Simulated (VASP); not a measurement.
# TaRu (P4/mmm) in VASP: vibrations by perturbation theory with LDA

Aim: the vibrations by perturbation theory of TaRu with LDA.

Everything below comes from runs of VASP 6.6.1. Logs are shortened: lines on timing, memory, paths and dates and some standing lists are left out, and cuts for length are marked.

## Step 1: The cell of the first run

It takes space group P4/mmm (No. 123, tetragonal). Conventional cell: a = 3.006 Å, b = 3.006 Å, c = 3.362 Å, α = 90.00°, β = 90.00°, γ = 90.00°. Ta (site symmetry 4/mmm) has 8 Ru at 2.71 Å and 6 Ta at 3.01 to 3.36 Å within 3.6 Å. Within 3.6 Å of Ru (site symmetry 4/mmm) lie 8 Ta at 2.71 Å and 6 Ru at 3.01 to 3.36 Å.

## Step 2: Vibrations by perturbation theory, LDA

The input, INCAR:

```
PREC = Accurate
ENCUT = 520
EDIFF = 1E-8
ISMEAR = -1
SIGMA = 0.15
LREAL = F
LASPH = T
NELM = 60
ALGO = Normal
ISIF = 2
LWAVE = F
LCHARG = F
GGA = CA
IBRION = 8
NSW = 1
```

The input, KPOINTS:

```
regular mesh
0
Gamma
  14 14 12
```

The input, POSCAR:

```
TaRu
1.0
    3.0060424202      0.0000000000      0.0000000000
    0.0000000000      3.0060424202      0.0000000000
    0.0000000000      0.0000000000      3.3616236099
Ta Ru
1 1
Direct
    0.5000000000      0.5000000000      0.5000000000
    0.0000000000      0.0000000000      0.0000000000
```

Potentials or basis: VASP PAW LDA potentials, release 64 (Ta_pv, Ru_pv).

Launch:

```
cat potpaw_LDA.64/Ta_pv/POTCAR potpaw_LDA.64/Ru_pv/POTCAR > POTCAR
mpirun -np 1 vasp_std > vasp.out
```

OUTCAR:

```text
PREC = Accurate
   ENCUT = 520
   EDIFF = 1E-8
   ISMEAR = -1
   LREAL = F
   LASPH = T
   NELM = 60
   ISIF = 2
   GGA = CA
   IBRION = 8
   NSW = 1

 ion  position               nearest neighbor table
   1  0.500  0.500  0.500-   2 2.71   2 2.71   2 2.71   2 2.71   2 2.71   2 2.71   2 2.71   2 2.71

   2  0.000  0.000  0.000-   1 2.71   1 2.71   1 2.71   1 2.71   1 2.71   1 2.71   1 2.71   1 2.71

  LATTYP: Found a simple tetragonal cell.
 ALAT       =     3.0060424202
 C/A-ratio  =     1.1182888130

  Lattice vectors:

 A1 = (   3.0060424202,   0.0000000000,   0.0000000000)
 A2 = (   0.0000000000,   3.0060424202,   0.0000000000)
 A3 = (   0.0000000000,   0.0000000000,   3.3616236099)

Analysis of symmetry for initial positions (statically):
=====================================================================
 Subroutine PRICEL returns:
 Original cell was already a primitive cell.

 Routine SETGRP: Setting up the symmetry group for a
 simple tetragonal supercell.

 Subroutine GETGRP returns: Found 16 space group operations
 (whereof 16 operations were pure point group operations)
 out of a pool of 16 trial point group operations.

The static configuration has the point symmetry D_4h.

Analysis of symmetry for dynamics (positions and initial velocities):
=====================================================================
 Subroutine PRICEL returns:
 Original cell was already a primitive cell.

 Routine SETGRP: Setting up the symmetry group for a
 simple tetragonal supercell.

 Subroutine GETGRP returns: Found 16 space group operations
 (whereof 16 operations were pure point group operations)
 out of a pool of 16 trial point group operations.

The dynamic configuration has the point symmetry D_4h.

 Subroutine INISYM returns: Found 16 space group operations
 (whereof 16 operations are pure point group operations),
 and found     1 'primitive' translations

----------------------------------------------------------------------------------------

                                     Primitive cell

  volume of cell :      30.3766

  direct lattice vectors                    reciprocal lattice vectors
     3.006042420  0.000000000  0.000000000     0.332663303  0.000000000  0.000000000
     0.000000000  3.006042420  0.000000000     0.000000000  0.332663303  0.000000000
     0.000000000  0.000000000  3.361623610     0.000000000  0.000000000  0.297475302

  length of vectors
     3.006042420  3.006042420  3.361623610     0.332663303  0.332663303  0.297475302

  position of ions in fractional coordinates (direct lattice)
     0.500000000  0.500000000  0.500000000
     0.000000000  0.000000000  0.000000000

  ion indices of the primitive-cell ions
   primitive index   ion index
                 1           1
                 2           2

----------------------------------------------------------------------------------------

 KPOINTS: regular mesh

Automatic generation of k-mesh.
 Grid dimensions read from file:
 generate k-points for:   14   14   12

 Generating k-lattice:

  Cartesian coordinates                     Fractional coordinates (reciprocal lattice)
     0.023761664  0.000000000  0.000000000     0.071428571  0.000000000  0.000000000
     0.000000000  0.023761664  0.000000000     0.000000000  0.071428571  0.000000000
     0.000000000  0.000000000  0.024789609     0.000000000  0.000000000  0.083333333

  Length of vectors
[... 77 lines left out ...]
  Fermi-wavevector in a.u.,A,eV,Ry     =   1.534176  2.899171 32.023961  2.353695
  Thomas-Fermi vector in A             =   2.641140
   LORBIT       =      0    0 simple, 1 ext, 2 COOP (PROOUT), +10 PAW based schemes
   GGA     = CA    functional components
   LHFCALC =     F    Hartree Fock is set to
   AEXX    =    0.0000 exact exchange contribution
   IVDW    =     0    specifies the selected vdW correction
   LEPSILON=     F    determine dielectric tensor
   LRPA    =     F    only Hartree local field effects (RPA)
 non-spin polarized calculation
  energy-cutoff  :      520.00
  volume of cell :       30.38
 maximum number of plane-waves:       836
 NGX is ok and might be reduce to    24
   NGX = 11   NGY = 11   NGZ = 13

--------------------------------------- Ionic step        1  -------------------------------------------

 number of electron      24.9999998 magnetization

 Free energy of the ion-electron system (eV)
  ---------------------------------------------------
  ext. energy  EPLUGINS =         0.00000000
  ---------------------------------------------------
  free energy    TOTEN  =       -24.13901253 eV

  energy without entropy =      -24.00300195  energy(sigma->0) =      -24.07100724

 E-fermi :   9.7029     XC(G=0): -13.7039

 val. band max:        9.6989735480   @ k =   0.4286   0.0000   0.2500
 cond. band min:       9.7087533925   @ k =   0.3571   0.0714   0.3333
 fundamental gap:      0.0097798444
 Fermi energy:         9.7028890382

 k-point     1 :       0.0000    0.0000    0.0000
  band No.  band energies     occupation
      1     -33.0919      2.00000
      2     -33.0052      2.00000
      3     -33.0052      2.00000
      4     -24.8456      2.00000
      5     -24.6782      2.00000
      6     -24.6782      2.00000
[... 433 lines left out ...]
      3     -33.0516      2.00000
      4     -25.1006      2.00000
      5     -24.8520      2.00000
      6     -24.8264      2.00000
[... 8 lines left out ...]
     15      11.2245      0.00008
     16      11.9131      0.00000

 [... further k-points ...]

------------------------ aborting loop because EDIFF is reached ----------------------------------------

  FORCE on cell =-STRESS in cart. coord.  units (eV):
  Direction    XX          YY          ZZ          XY          YZ          ZX
  --------------------------------------------------------------------------------------
  -------------------------------------------------------------------------------------
  Total        0.2031388      0.2031388      0.1928176      0.0000000      0.0000000      0.0000000
  in kB       10.7143112     10.7143112     10.1699291      0.0000000      0.0000000      0.0000000
  external PRESSURE =      10.5328505 kB  Pullay stress =       0.0000000 kB

 VOLUME and BASIS-vectors are now :
 -----------------------------------------------------------------------------
  energy-cutoff  :      520.00
  volume of cell :       30.38
      direct lattice vectors                 reciprocal lattice vectors
     3.006042420  0.000000000  0.000000000     0.332663303  0.000000000  0.000000000
     0.000000000  3.006042420  0.000000000     0.000000000  0.332663303  0.000000000
     0.000000000  0.000000000  3.361623610     0.000000000  0.000000000  0.297475302

 POSITION                                       TOTAL-FORCE (eV/Angst)
 -----------------------------------------------------------------------------------
      1.50302      1.50302      1.68081         0.000000      0.000000      0.000000
      0.00000      0.00000      0.00000         0.000000      0.000000      0.000000
 -----------------------------------------------------------------------------------
    total drift:                                0.000000      0.000000     -0.000000

  FREE ENERGIE OF THE ION-ELECTRON SYSTEM (eV)
  ---------------------------------------------------
  free  energy   TOTEN  =       -24.1390125270 eV

  energy  without entropy=      -24.0030019535  energy(sigma->0) =      -24.07100724

[... ionic steps 2 to 3 ...]

--------------------------------------- Ionic step        4  -------------------------------------------

------------------------ aborting loop because EDIFF is reached ----------------------------------------
[... 11 lines left out ...]
[... ionic steps 8 to 8 ...]

--------------------------------------- Ionic step        9  -------------------------------------------

 Free energy of the ion-electron system (eV)
  ---------------------------------------------------
  ---------------------------------------------------
  free energy    TOTEN  =        -0.66788848 eV

  energy without entropy =       -0.66788850

------------------------ aborting loop because EDIFF is reached ----------------------------------------

 INTERNAL STRAIN TENSOR  FOR ION    2  DIRECTION 3   (eV/Angst):
 -----------------------------------------------------------------------------
    -0.01620  0.00000  0.00000
     0.00000 -0.01620  0.00000
    -0.00000  0.00000 -0.00942

 INTERNAL STRAIN TENSOR FOR ION    2 for displacements in x,y,z  (eV/Angst):
          X           Y           Z          XY          YZ          ZX
  --------------------------------------------------------------------------------
  x     0.00000     0.00000     0.00000     0.00000     0.00000     0.00000
  y     0.00000     0.00000     0.00000     0.00000     0.00000     0.00000
  z     0.00000     0.00000     0.00000     0.00000     0.00000     0.00000

 SECOND DERIVATIVES (NOT SYMMETRIZED)
 ------------------------------------
               1X          1Y          1Z          2X          2Y          2Z
  1X    -5.855142    0.000000    0.000000    5.855142    0.000000    0.000000
  1Y     0.000000   -5.855142    0.000000    0.000000    5.855142    0.000000
  1Z     0.000000    0.000000   -5.648402    0.000000    0.000000    5.648402
  2X     5.854182    0.000000    0.000000   -5.854182    0.000000    0.000000
  2Y     0.000000    5.854182    0.000000    0.000000   -5.854182    0.000000
  2Z    -0.000000    0.000000    5.655153    0.000000    0.000000   -5.655153

 Eigenvectors and eigenvalues of the dynamical matrix
 ----------------------------------------------------

   1 f  =    4.697286 THz    29.513917 2PiTHz  156.684591 cm-1    19.426405 meV
             X         Y         Z           dx          dy          dz
      1.503021  1.503021  1.680812     0.598681   -0.000000    0.000000
      0.000000  0.000000  0.000000    -0.800987    0.000000    0.000000
[... 21 lines left out ...]
   6 f/i=    0.001322 THz     0.008304 2PiTHz    0.044085 cm-1     0.005466 meV
             X         Y         Z           dx          dy          dz
      1.503021  1.503021  1.680812    -0.000000    0.000000    0.801182
      0.000000  0.000000  0.000000     0.000000    0.000000    0.598420

--------------------------------------------------------------------------------------------------------

 ELASTIC MODULI CONTR FROM IONIC RELAXATION (kBar)
 Direction    XX          YY          ZZ          XY          YZ          ZX
 --------------------------------------------------------------------------------
 XX           0.0000      0.0000      0.0000      0.0000      0.0000      0.0000
 YY           0.0000      0.0000      0.0000      0.0000      0.0000      0.0000
 ZZ           0.0000      0.0000      0.0000      0.0000      0.0000      0.0000
 XY           0.0000      0.0000      0.0000      0.0000      0.0000      0.0000
 YZ           0.0000      0.0000      0.0000      0.0000      0.0000      0.0000
 ZX           0.0000      0.0000      0.0000      0.0000      0.0000      0.0000
 --------------------------------------------------------------------------------
```

It took 34 min on 1 thread of Intel Xeon 8259CL, shared host; peak memory 0.56 GiB.

Results:

```
Highest phonon frequency at Γ : 157 cm⁻¹
```

Phonon frequencies in cm⁻¹ (negative: imaginary):
```csv
q point,frequencies
"(0.000, 0.000, 0.000)",0 0 0 154 157 157
```

Caveat: the cell stands under pressure or tension, which shifts response properties; spin-orbit coupling is left out, which moves the levels of the heavy elements.
